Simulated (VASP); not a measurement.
# KMgF3 (R-3m) in VASP: a series of runs

Runs on KMgF3. Level: PBE. Tasks: single point.

All numbers are computed with VASP 6.6.1; they aren't measurements. Logs are shortened: lines on timing, memory, paths and dates and some standing lists are left out, and cuts for length are marked.

## Step 1: The cell of the first run

Symmetry: R-3m, No. 166, trigonal system. Conventional cell: a = 4.723 Å, b = 4.723 Å, c = 9.834 Å, α = 90.00°, β = 90.00°, γ = 120.00°. Within 3.1 Å of K (site symmetry -3m) lie 6 F at 2.36 Å. Within 2.8 Å of Mg (site symmetry -3m) lie 6 F at 2.13 Å. F (site symmetry 2/m) has 2 Mg at 2.13 Å and 2 K at 2.36 Å and 4 F at 2.36 Å within 2.8 Å.

## Step 2: Single point, PBE

INCAR

```
SYSTEM = KMgF3
PREC = Accurate ; ENCUT = 520
EDIFF = 1E-6 ; ISMEAR = 0
SIGMA = 0.05 ; LREAL = .False.
LASPH = .True. ; NELM = 80
ALGO = Normal ; ISIF = 2
LWAVE = .False. ; LCHARG = .False.
GGA = PE ; NBANDS = 24
```

KPOINTS

```
regular mesh
0
Gamma
  6 6 6
  0 0 0
```

POSCAR

```
KMgF3
1.0
    4.1189883247      0.7792680614      0.7792680614
    0.7792680614      4.1189883247      0.7792680614
    0.7792680614      0.7792680614      4.1189883247
K Mg F
1 1 3
Direct
    0.5000000000      0.5000000000      0.5000000000
    0.0000000000      0.0000000000      0.0000000000
    0.5000000000      0.0000000000      0.0000000000
    0.0000000000      0.5000000000      0.0000000000
    0.0000000000      0.0000000000      0.5000000000
```

Potentials or basis: VASP PAW PBE potentials, release 64 (K_sv, Mg, F).

Command:

```console
cat potpaw_PBE.64/K_sv/POTCAR potpaw_PBE.64/Mg/POTCAR potpaw_PBE.64/F/POTCAR > POTCAR
mpirun -np 1 vasp_std > vasp.out
```

OUTCAR:

```text
SYSTEM = KMgF3
   PREC = Accurate
   ENCUT = 520
   EDIFF = 1E-6
   ISMEAR = 0
   LREAL = .False.
   LASPH = .True.
   NELM = 80
   ISIF = 2
   GGA = PE

 ion  position               nearest neighbor table
   1  0.500  0.500  0.500-   3 2.36   4 2.36   3 2.36   5 2.36   4 2.36   5 2.36   2 3.18   2 3.18
                             2 3.18   2 3.18   2 3.18   2 3.18
   2  0.000  0.000  0.000-   3 2.13   4 2.13   5 2.13   5 2.13   4 2.13   3 2.13   1 3.18   1 3.18
                             1 3.18   1 3.18   1 3.18   1 3.18
   3  0.500  0.000  0.000-   2 2.13   2 2.13   1 2.36   1 2.36
   4  0.000  0.500  0.000-   2 2.13   2 2.13   1 2.36   1 2.36
   5  0.000  0.000  0.500-   2 2.13   2 2.13   1 2.36   1 2.36

  LATTYP: Found a trigonal (rhomboedric) cell.
 ALAT       =     4.2638693979
 COS(alpha) =     0.3865030675

  Lattice vectors:

 A1 = (   4.1189883247,   0.7792680614,   0.7792680614)
 A2 = (   0.7792680614,   4.1189883247,   0.7792680614)
 A3 = (   0.7792680614,   0.7792680614,   4.1189883247)

Analysis of symmetry for initial positions (statically):
=====================================================================
 Subroutine PRICEL returns:
 Original cell was already a primitive cell.

 Routine SETGRP: Setting up the symmetry group for a
 trigonal (rhombohedral) supercell.

 Subroutine GETGRP returns: Found 12 space group operations
 (whereof 12 operations were pure point group operations)
 out of a pool of 12 trial point group operations.

The static configuration has the point symmetry D_3d.

Analysis of symmetry for dynamics (positions and initial velocities):
=====================================================================
 Subroutine PRICEL returns:
 Original cell was already a primitive cell.

 Routine SETGRP: Setting up the symmetry group for a
 trigonal (rhombohedral) supercell.

 Subroutine GETGRP returns: Found 12 space group operations
 (whereof 12 operations were pure point group operations)
 out of a pool of 12 trial point group operations.

The dynamic configuration has the point symmetry D_3d.

 Subroutine INISYM returns: Found 12 space group operations
 (whereof 12 operations are pure point group operations),
 and found     1 'primitive' translations

----------------------------------------------------------------------------------------

                                     Primitive cell

  volume of cell :      63.3256

  direct lattice vectors                    reciprocal lattice vectors
     4.118988325  0.779268061  0.779268061     0.258328552 -0.041097724 -0.041097724
     0.779268061  4.118988325  0.779268061    -0.041097724  0.258328552 -0.041097724
     0.779268061  0.779268061  4.118988325    -0.041097724 -0.041097724  0.258328552

  length of vectors
     4.263869398  4.263869398  4.263869398     0.264786114  0.264786114  0.264786114

  position of ions in fractional coordinates (direct lattice)
     0.500000000  0.500000000  0.500000000
     0.000000000  0.000000000  0.000000000
     0.500000000  0.000000000  0.000000000
     0.000000000  0.500000000  0.000000000
     0.000000000  0.000000000  0.500000000

  ion indices of the primitive-cell ions
   primitive index   ion index
                 1           1
                 2           2
                 3           3
                 4           4
                 5           5

----------------------------------------------------------------------------------------

 KPOINTS: regular mesh

Automatic generation of k-mesh.
 Grid dimensions read from file:
 generate k-points for:    6    6    6

 Generating k-lattice:

  Cartesian coordinates                     Fractional coordinates (reciprocal lattice)
     0.043054759 -0.006849621 -0.006849621     0.166666667  0.000000000  0.000000000
    -0.006849621  0.043054759 -0.006849621     0.000000000  0.166666667  0.000000000
    -0.006849621 -0.006849621  0.043054759     0.000000000  0.000000000  0.166666667

  Length of vectors
     0.044131019  0.044131019  0.044131019

  Shift w.r.t. Gamma in fractional coordinates (k-lattice)
     0.000000000  0.000000000  0.000000000

 Subroutine IBZKPT returns following result:
 ===========================================

 Found     32 irreducible k-points:

 Following reciprocal coordinates:
            Coordinates               Weight
  0.000000  0.000000  0.000000      1.000000
  0.166667  0.000000  0.000000      6.000000
  0.333333 -0.000000 -0.000000      6.000000
  0.500000 -0.000000  0.000000      3.000000
  0.166667  0.166667  0.000000      6.000000
  0.333333  0.166667  0.000000     12.000000
[... 16 lines left out ...]
  0.500000  0.500000  0.166667      6.000000
 -0.333333  0.500000  0.166667     12.000000
 [... further k-points ...]
   k-points           NKPTS =     32   k-points in BZ     NKDIM =     32   number of bands    NBANDS=     24
   number of dos      NEDOS =    301   number of ions     NIONS =      5
   total plane-waves  NPLWV =  32768
   dimension x,y,z NGX =    32 NGY =   32 NGZ =   32
   dimension x,y,z NGXF=    64 NGYF=   64 NGZF=   64
   ions per type =               1   1   3
   NGX,Y,Z   is equivalent  to a cutoff of  12.48, 12.48, 12.48 a.u.
   NGXF,Y,Z  is equivalent  to a cutoff of  24.95, 24.95, 24.95 a.u.
 SYSTEM =  KMgF3
   PREC   = accura    normal or accurate (medium, high low for compatibility)
   ISTART =      0    job   : 0-new  1-cont  2-samecut
   ICHARG =      2    charge: 1-file 2-atom 10-const
   ISPIN  =      1    spin polarized calculation?
   LNONCOLLINEAR =      F non collinear calculations
   LSORBIT =      F    spin-orbit coupling
   LASPH  =      T    aspherical Exc in radial PAW
   ENCUT  =  520.0 eV  38.22 Ry    6.18 a.u.   7.93  7.93  7.93*2*pi/ulx,y,z
   NELM   =     80;   NELMIN=  2; NELMDL= -5     # of ELM steps
   EDIFF  = 0.1E-05   stopping-criterion for ELM
   LREAL  =      F    real-space projection
   EDIFFG = 0.1E-04   stopping-criterion for IOM
   NSW    =      0    number of steps for IOM
   IBRION =     -1    ionic relax: 0-MD 1-quasi-New 2-CG
   NFREE  =      0    steps in history (QN), initial steepest desc. (CG)
   ISIF   =      2    stress and relaxation
   ISYM   =      2    0-nonsym 1-usesym 2-fastsym
   POTIM  = 0.5000    time-step for ionic-motion
   TEBEG  =    0.0;   TEEND  =   0.0 temperature during run
   PSTRESS=    0.0 pullay stress
   NELECT =      32.0000    total number of electrons
   NUPDOWN=      -1.0000    fix difference up-down
   EMIN   =  10.00;   EMAX   =-10.00  energy-range for DOS
   EFERMI =   0.00;   METHOD = LEGACY
   ISMEAR =     0;   SIGMA  =   0.05  broadening in eV -4-tet -1-fermi 0-gaus
   EFERMI_NEDOS =   21; number of points for ismear=-14 and -15
   IALGO  =     38    algorithm
   IMIX   =      4    mixing-type and parameters
     AMIX     =   0.40;   BMIX     =  1.00
     AMIX_MAG =   1.60;   BMIX_MAG =  1.00
  volume/ion in A,a.u.               =      12.67        85.47
  Fermi-wavevector in a.u.,A,eV,Ry     =   1.303962  2.464132 23.134232  1.700318
  Thomas-Fermi vector in A             =   2.434930
   LORBIT       =      0    0 simple, 1 ext, 2 COOP (PROOUT), +10 PAW based schemes
   GGA     = PE    functional components
   LHFCALC =     F    Hartree Fock is set to
   AEXX    =    0.0000 exact exchange contribution
   IVDW    =     0    specifies the selected vdW correction
   LEPSILON=     F    determine dielectric tensor
   LRPA    =     F    only Hartree local field effects (RPA)
 non-spin polarized calculation
 Gauss-broadening in eV      SIGMA  =   0.05
  energy-cutoff  :      520.00
  volume of cell :       63.33
 maximum number of plane-waves:      1725
   NGX = 15   NGY = 15   NGZ = 15

 number of electron      32.0000020 magnetization

 Free energy of the ion-electron system (eV)
  ---------------------------------------------------
  ext. energy  EPLUGINS =         0.00000000
  ---------------------------------------------------
  free energy    TOTEN  =       -20.39288493 eV

  energy without entropy =      -20.39288493  energy(sigma->0) =      -20.39288493

 E-fermi :   0.6708     XC(G=0):  -9.5672

 val. band max:        0.4490474530   @ k =   0.5000   0.5000   0.5000
 cond. band min:       3.5784434735   @ k =   0.0000   0.0000   0.0000
 fundamental gap:      3.1293960205
 Fermi energy:         0.6707800500

 k-point     1 :       0.0000    0.0000    0.0000
  band No.  band energies     occupation
      1     -26.6166      2.00000
      2     -21.0892      2.00000
      3     -20.0335      2.00000
      4     -20.0335      2.00000
      5     -10.4658      2.00000
      6     -10.4658      2.00000
[... 16 lines left out ...]
     23      12.5597      0.00000
     24      12.5597      0.00000

 k-point     2 :       0.1667    0.0000    0.0000
  band No.  band energies     occupation
      1     -26.5989      2.00000
      2     -21.0730      2.00000
      3     -20.1211      2.00000
      4     -20.0423      2.00000
      5     -10.3897      2.00000
      6     -10.2872      2.00000
[... 16 lines left out ...]
     23      13.0671      0.00000
     24      13.1960      0.00000

 k-point     3 :       0.3333   -0.0000   -0.0000
  band No.  band energies     occupation
      1     -26.5629      2.00000
      2     -21.0304      2.00000
      3     -20.3042      2.00000
      4     -20.0597      2.00000
      5     -10.3012      2.00000
      6     -10.2317      2.00000
[... 16 lines left out ...]
     23      13.2622      0.00000
     24      13.9614      0.00000

 k-point     4 :       0.5000   -0.0000    0.0000
  band No.  band energies     occupation
      1     -26.5446      2.00000
      2     -20.9999      2.00000
      3     -20.4035      2.00000
      4     -20.0681      2.00000
      5     -10.3127      2.00000
      6     -10.1493      2.00000
[... 16 lines left out ...]
     23      13.2748      0.00000
     24      14.2778      0.00000

 k-point     5 :       0.1667    0.1667    0.0000
  band No.  band energies     occupation
      1     -26.5962      2.00000
      2     -21.0653      2.00000
      3     -20.1184      2.00000
      4     -20.0491      2.00000
      5     -10.3996      2.00000
      6     -10.3003      2.00000
[... 16 lines left out ...]
     23      12.9671      0.00000
     24      13.5279      0.00000

 k-point     6 :       0.3333    0.1667    0.0000
  band No.  band energies     occupation
      1     -26.5681      2.00000
      2     -21.0223      2.00000
      3     -20.2859      2.00000
      4     -20.0408      2.00000
      5     -10.3264      2.00000
      6     -10.2587      2.00000
[... 16 lines left out ...]
     23      13.2136      0.00000
     24      13.6032      0.00000
[... 379 lines left out ...]
 k-point    21 :      -0.3333    0.3333    0.1667
  band No.  band energies     occupation
      1     -26.5372      2.00000
      2     -20.9179      2.00000
      3     -20.5103      2.00000
      4     -20.0307      2.00000
      5     -10.3803      2.00000
      6     -10.0998      2.00000
[... 16 lines left out ...]
     23      13.5579      0.00000
     24      14.3083      0.00000

 k-point    22 :      -0.1667    0.3333    0.1667
  band No.  band energies     occupation
      1     -26.5426      2.00000
      2     -20.9447      2.00000
      3     -20.4927      2.00000
      4     -20.0295      2.00000
      5     -10.3344      2.00000
      6     -10.0920      2.00000
[... 16 lines left out ...]
     23      13.4809      0.00000
     24      13.6733      0.00000

 k-point    23 :       0.5000    0.5000    0.1667
  band No.  band energies     occupation
      1     -26.5474      2.00000
      2     -20.9624      2.00000
      3     -20.3246      2.00000
      4     -20.0826      2.00000
      5     -10.4342      2.00000
      6     -10.2764      2.00000
[... 16 lines left out ...]
     23      13.6481      0.00000
     24      14.0343      0.00000

 k-point    24 :      -0.3333    0.5000    0.1667
  band No.  band energies     occupation
      1     -26.5348      2.00000
      2     -20.8960      2.00000
      3     -20.5228      2.00000
      4     -20.0361      2.00000
      5     -10.4011      2.00000
      6     -10.1136      2.00000
[... 16 lines left out ...]
     23      13.6891      0.00000
     24      14.1318      0.00000

 [... further k-points ...]
[... 5 lines left out ...]
  --------------------------------------------------------------------------------------
  -------------------------------------------------------------------------------------
  Total        5.8047027      5.8047027      5.8047027     -8.3863000     -8.3863000     -8.3863000
  in kB      146.8626516    146.8626516    146.8626516   -212.1786982   -212.1786982   -212.1786982
  external PRESSURE =     146.8626516 kB  Pullay stress =       0.0000000 kB

 VOLUME and BASIS-vectors are now :
 -----------------------------------------------------------------------------
  energy-cutoff  :      520.00
  volume of cell :       63.33
      direct lattice vectors                 reciprocal lattice vectors
     4.118988325  0.779268061  0.779268061     0.258328552 -0.041097724 -0.041097724
     0.779268061  4.118988325  0.779268061    -0.041097724  0.258328552 -0.041097724
     0.779268061  0.779268061  4.118988325    -0.041097724 -0.041097724  0.258328552

 POSITION                                       TOTAL-FORCE (eV/Angst)
 -----------------------------------------------------------------------------------
      2.83876      2.83876      2.83876         0.000000     -0.000000     -0.000000
      0.00000      0.00000      0.00000        -0.000000     -0.000000     -0.000000
      2.05949      0.38963      0.38963        -0.000000      0.000000      0.000000
      0.38963      2.05949      0.38963        -0.000000     -0.000000     -0.000000
      0.38963      0.38963      2.05949         0.000000     -0.000000      0.000000
 -----------------------------------------------------------------------------------
    total drift:                                0.000000      0.000000     -0.000000

  FREE ENERGIE OF THE ION-ELECTRON SYSTEM (eV)
  ---------------------------------------------------
  free  energy   TOTEN  =       -20.3928849278 eV

  energy  without entropy=      -20.3928849278  energy(sigma->0) =      -20.39288493
```

Wall time 28 s (1 thread of Intel Xeon Platinum 8259CL at 2.50GHz (Skylake/Cascade Lake), shared host); peak memory 0.2 GiB.

Results:

| Quantity | Value |
| --- | --- |
| Free energy | -20.3929 eV |
| Pressure | 14.7 GPa |
| Band gap on the k mesh | 3.13 eV, indirect (least direct gap 3.14 eV) |

 A k mesh can miss the band edges.

(Continued in part 2 of 2.)
